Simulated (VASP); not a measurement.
# RbBr (Fm-3m) in VASP: single point with LDA

Aim: the single point of RbBr with LDA.

All numbers are computed with VASP 6.6.1; they aren't measurements. Logs are shortened: lines on timing, memory, paths and dates and some standing lists are left out, and cuts for length are marked.

### 1 The cell of the first run

The structure is cubic, space group Fm-3m (No. 225). Conventional cell: a = 6.988 Å, b = 6.988 Å, c = 6.988 Å, α = 90.00°, β = 90.00°, γ = 90.00°. Within 4.6 Å of Rb (site symmetry m-3m) lie 6 Br at 3.49 Å. Br (site symmetry m-3m) has 6 Rb at 3.49 Å within 4.6 Å.

### 2 Single point, LDA

Contents of INCAR:

```
ALGO = Normal
EDIFF = 1E-6
ENCUT = 520
GGA = CA
ISIF = 2
ISMEAR = 0
LASPH = True
LCHARG = False
LREAL = False
LWAVE = False
NBANDS = 15
NELM = 60
PREC = Accurate
SIGMA = 0.05
```

Contents of KPOINTS:

```
k-points
0
Gamma
  8 8 8
```

Contents of POSCAR:

```
RbBr
1.0
    0.0000000000      3.4942131424      3.4942131424
    3.4942131424      0.0000000000      3.4942131424
    3.4942131424      3.4942131424      0.0000000000
Rb Br
1 1
Direct
    0.0000000000      0.0000000000      0.0000000000
    0.5000000000      0.5000000000      0.5000000000
```

Potentials or basis: VASP PAW LDA potentials, release 64 (Rb_sv, Br).

Command:

```
> cat potpaw_LDA.64/Rb_sv/POTCAR potpaw_LDA.64/Br/POTCAR > POTCAR
> mpirun -np 1 vasp_std > vasp.out
```

OUTCAR:

```text
EDIFF = 1E-6
   ENCUT = 520
   GGA = CA
   ISIF = 2
   ISMEAR = 0
   LASPH = True
   LREAL = False
   NELM = 60
   PREC = Accurate

 ion  position               nearest neighbor table
   1  0.000  0.000  0.000-   2 3.49   2 3.49   2 3.49   2 3.49   2 3.49   2 3.49
   2  0.500  0.500  0.500-   1 3.49   1 3.49   1 3.49   1 3.49   1 3.49   1 3.49

  LATTYP: Found a face centered cubic cell.
 ALAT       =     6.9884262848

  Lattice vectors:

 A1 = (   0.0000000000,   3.4942131424,   3.4942131424)
 A2 = (   3.4942131424,   0.0000000000,   3.4942131424)
 A3 = (   3.4942131424,   3.4942131424,   0.0000000000)

Analysis of symmetry for initial positions (statically):
=====================================================================
 Subroutine PRICEL returns:
 Original cell was already a primitive cell.

 Routine SETGRP: Setting up the symmetry group for a
 face centered cubic supercell.

 Subroutine GETGRP returns: Found 48 space group operations
 (whereof 48 operations were pure point group operations)
 out of a pool of 48 trial point group operations.

The static configuration has the point symmetry O_h .

Analysis of symmetry for dynamics (positions and initial velocities):
=====================================================================
 Subroutine PRICEL returns:
 Original cell was already a primitive cell.

 Routine SETGRP: Setting up the symmetry group for a
 face centered cubic supercell.

 Subroutine GETGRP returns: Found 48 space group operations
 (whereof 48 operations were pure point group operations)
 out of a pool of 48 trial point group operations.

The dynamic configuration has the point symmetry O_h .

 Subroutine INISYM returns: Found 48 space group operations
 (whereof 48 operations are pure point group operations),
 and found     1 'primitive' translations

----------------------------------------------------------------------------------------

                                     Primitive cell

  volume of cell :      85.3254

  direct lattice vectors                    reciprocal lattice vectors
     0.000000000  3.494213142  3.494213142    -0.143093732  0.143093732  0.143093732
     3.494213142  0.000000000  3.494213142     0.143093732 -0.143093732  0.143093732
     3.494213142  3.494213142  0.000000000     0.143093732  0.143093732 -0.143093732

  length of vectors
     4.941563616  4.941563616  4.941563616     0.247845615  0.247845615  0.247845615

  position of ions in fractional coordinates (direct lattice)
     0.000000000  0.000000000  0.000000000
     0.500000000  0.500000000  0.500000000

  ion indices of the primitive-cell ions
   primitive index   ion index
                 1           1
                 2           2
[... 87 lines left out ...]
   ISMEAR =     0;   SIGMA  =   0.05  broadening in eV -4-tet -1-fermi 0-gaus
   EFERMI_NEDOS =   21; number of points for ismear=-14 and -15
   IALGO  =     38    algorithm
   IMIX   =      4    mixing-type and parameters
     AMIX     =   0.40;   BMIX     =  1.00
     AMIX_MAG =   1.60;   BMIX_MAG =  1.00
  volume/ion in A,a.u.               =      42.66       287.90
  Fermi-wavevector in a.u.,A,eV,Ry     =   0.937034  1.770738 11.946365  0.878033
  Thomas-Fermi vector in A             =   2.064104
   LORBIT       =      0    0 simple, 1 ext, 2 COOP (PROOUT), +10 PAW based schemes
   GGA     = CA    functional components
   LHFCALC =     F    Hartree Fock is set to
   AEXX    =    0.0000 exact exchange contribution
   IVDW    =     0    specifies the selected vdW correction
   LEPSILON=     F    determine dielectric tensor
   LRPA    =     F    only Hartree local field effects (RPA)
 non-spin polarized calculation
 Gauss-broadening in eV      SIGMA  =   0.05
  energy-cutoff  :      520.00
  volume of cell :       85.33
 maximum number of plane-waves:      2332
 NGX is ok and might be reduce to    40
   NGX = 19   NGY = 19   NGZ = 19

 number of electron      15.9999998 magnetization

 Free energy of the ion-electron system (eV)
  ---------------------------------------------------
  ext. energy  EPLUGINS =         0.00000000
  ---------------------------------------------------
  free energy    TOTEN  =        -6.64923367 eV

  energy without entropy =       -6.64923367  energy(sigma->0) =       -6.64923367

 E-fermi :  -1.9594     XC(G=0):  -7.5096

 val. band max:       -2.1706528388   @ k =   0.0000   0.0000   0.0000
 cond. band min:       1.6556181526   @ k =   0.0000   0.0000   0.0000
 fundamental gap:      3.8262709914
 Fermi energy:        -1.9594347709

 k-point     1 :       0.0000    0.0000    0.0000
  band No.  band energies     occupation
      1     -26.5635      2.00000
      2     -14.3254      2.00000
      3     -10.6999      2.00000
      4     -10.6999      2.00000
      5     -10.6999      2.00000
      6      -2.1707      2.00000
      7      -2.1707      2.00000
      8      -2.1707      2.00000
      9       1.6556      0.00000
     10       4.8397      0.00000
     11       4.8397      0.00000
     12       4.8397      0.00000
     13       5.7408      0.00000
     14       5.7408      0.00000
[... 401 lines left out ...]
      2     -14.3273      2.00000
      3     -10.7593      2.00000
      4     -10.7492      2.00000
      5     -10.6903      2.00000
      6      -2.9164      2.00000
      7      -2.5104      2.00000
      8      -2.4797      2.00000
      9       4.3591      0.00000
     10       4.8123      0.00000
     11       6.1572      0.00000
     12       6.3684      0.00000
     13       7.3108      0.00000
     14       8.0863      0.00000
     15       8.3558      0.00000

 [... further k-points ...]

------------------------ aborting loop because EDIFF is reached ----------------------------------------

  FORCE on cell =-STRESS in cart. coord.  units (eV):
  Direction    XX          YY          ZZ          XY          YZ          ZX
  --------------------------------------------------------------------------------------
  -------------------------------------------------------------------------------------
  Total       -0.9469031     -0.9469031     -0.9469031      0.0000000     -0.0000000      0.0000000
  in kB      -17.7802525    -17.7802525    -17.7802525      0.0000000     -0.0000000      0.0000000
  external PRESSURE =     -17.7802525 kB  Pullay stress =       0.0000000 kB

 VOLUME and BASIS-vectors are now :
 -----------------------------------------------------------------------------
  energy-cutoff  :      520.00
  volume of cell :       85.33
      direct lattice vectors                 reciprocal lattice vectors
     0.000000000  3.494213142  3.494213142    -0.143093732  0.143093732  0.143093732
     3.494213142  0.000000000  3.494213142     0.143093732 -0.143093732  0.143093732
     3.494213142  3.494213142  0.000000000     0.143093732  0.143093732 -0.143093732

 POSITION                                       TOTAL-FORCE (eV/Angst)
 -----------------------------------------------------------------------------------
      0.00000      0.00000      0.00000         0.000000      0.000000      0.000000
      3.49421      3.49421      3.49421        -0.000000     -0.000000     -0.000000
 -----------------------------------------------------------------------------------
    total drift:                                0.000000     -0.000000     -0.000000

  FREE ENERGIE OF THE ION-ELECTRON SYSTEM (eV)
  ---------------------------------------------------
  free  energy   TOTEN  =        -6.6492336679 eV

  energy  without entropy=       -6.6492336679  energy(sigma->0) =       -6.64923367
```

OSZICAR:

```text
N       E                     dE             d eps       ncg     rms          rms(c)
DAV:   1     0.800331316386E+02    0.80033E+02   -0.66291E+03   870   0.914E+02
DAV:   2    -0.890260735465E+00   -0.80923E+02   -0.73043E+02  1141   0.159E+02
DAV:   3    -0.670525061694E+01   -0.58150E+01   -0.57824E+01  1171   0.440E+01
DAV:   4    -0.689906337780E+01   -0.19381E+00   -0.19377E+00  1284   0.771E+00
DAV:   5    -0.690161890689E+01   -0.25555E-02   -0.25555E-02  1200   0.768E-01    0.263E+00
DAV:   6    -0.668038192793E+01    0.22124E+00   -0.24766E-01  1073   0.224E+00    0.171E+00
DAV:   7    -0.664844398673E+01    0.31938E-01   -0.83122E-02  1101   0.141E+00    0.871E-01
DAV:   8    -0.664917235161E+01   -0.72836E-03   -0.82087E-03  1144   0.472E-01    0.991E-02
DAV:   9    -0.664915646544E+01    0.15886E-04   -0.54456E-04  1094   0.105E-01    0.482E-02
DAV:  10    -0.664923186311E+01   -0.75398E-04   -0.79055E-05  1013   0.533E-02    0.767E-03
DAV:  11    -0.664923350303E+01   -0.16399E-05   -0.64278E-06  1178   0.135E-02    0.602E-03
DAV:  12    -0.664923366794E+01   -0.16492E-06   -0.20537E-06   989   0.622E-03
   1 F= -.66492337E+01 E0= -.66492337E+01  d E =-.296673E-11
```

stdout:

```text
POSCAR found type information on POSCAR RbBr
 POSCAR found :  2 types and       2 ions
 scaLAPACK will be used
 LDA part: xc-table for (Slater(with rela. corr.)+CA(PZ))
 , standard interpolation
 POSCAR, INCAR and KPOINTS ok, starting setup
 FFT: planning ... GRIDC
 FFT: planning ... GRID_SOFT
 FFT: planning ... GRID
 WAVECAR not read
 entering main loop
```

It took 35 s on 1 thread of AMD EPYC 7R43 (Zen 3), shared host; peak memory 0.18 GiB.

Results:

```yaml
Free_energy: -6.6492 eV
Pressure: -1.8 GPa
Band_gap_on_the_k_mesh: 3.83 eV, direct
```

Levels at points of the mesh, in eV from the valence-band top:
```tsv
k point	band 6	band 7	band 8	band 9	band 10	band 11
(0.00, 0.00, 0.00)	0.00	0.00	0.00	3.83	7.01	7.01
(0.50, 0.00, 0.00)	-0.96	-0.32	-0.32	6.32	7.20	9.09
(0.50, 0.50, 0.00)	-0.48	-0.16	-0.16	5.36	6.58	8.53
```

A k mesh can miss the band edges.
